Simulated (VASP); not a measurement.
Set up this calculation in VASP 6.6.1, as the native input.

```
Task                   : single point
Functional             : PBE
Potentials or basis    : VASP PAW PBE potentials, release 64 (Si, O)
Cutoff                 : 520 eV
k mesh                 : 6 × 6 × 6
Occupations            : gaussian, width 0.1 eV
Spin                   : no spin polarisation
Dipole correction      : no
Further INCAR settings : ALGO = Normal; EDIFF = 1e-07; NBANDS = 19
```

The structure of Si4O lies in POSCAR:

```
Si4O
1.0
   -2.0752151300      2.0752151300      3.8019579500
    2.0752151300     -2.0752151300      3.8019579500
    2.0752151300      2.0752151300     -3.8019579500
Si O
4 1
Direct
    0.7481527900      0.7481527900      0.0000000000
    0.5000000000      0.0000000000      0.5000000000
    0.0000000000      0.5000000000      0.5000000000
    0.2518472100      0.2518472100      0.0000000000
    0.0000000000      0.0000000000      0.0000000000
```

The cell was built from a structure type or drawn by symmetry, and may not be a known phase.

One way to write it, as run:

INCAR

```
SYSTEM = Si4O
  ALGO = Normal
  EDIFF = 1E-7
  ENCUT = 520
  GGA = PE
  ISIF = 2
  ISMEAR = 0
  LASPH = .TRUE.
  LCHARG = .FALSE.
  LREAL = .FALSE.
  LWAVE = .FALSE.
  NBANDS = 19
  NELM = 80
  PREC = Accurate
  SIGMA = 0.1
```

KPOINTS

```
k-points
0
G
  6 6 6
  0 0 0
```

Potentials or basis: VASP PAW PBE potentials, release 64 (Si, O).

Run with:

```console
$ cat potpaw_PBE.64/Si/POTCAR potpaw_PBE.64/O/POTCAR > POTCAR
$ mpirun -np 1 vasp_std > vasp.out
```

Results of the run:

```json
{
  "Pressure": "10.3 GPa",
  "Largest force": "3.021 eV/Å",
  "Band gap on the k mesh": "zero (bands 11 and 12 overlap by 3.73 eV)"
}
```

Caveat: the cell stands under pressure; forces of over 1 eV/Å act on the atoms, so gaps and moduli don't describe the material at rest.

Run time: 19 s on 1 thread of Intel(R) Xeon(R) 6975P-C (Granite Rapids) (shared host), peak memory 0.2 GiB.
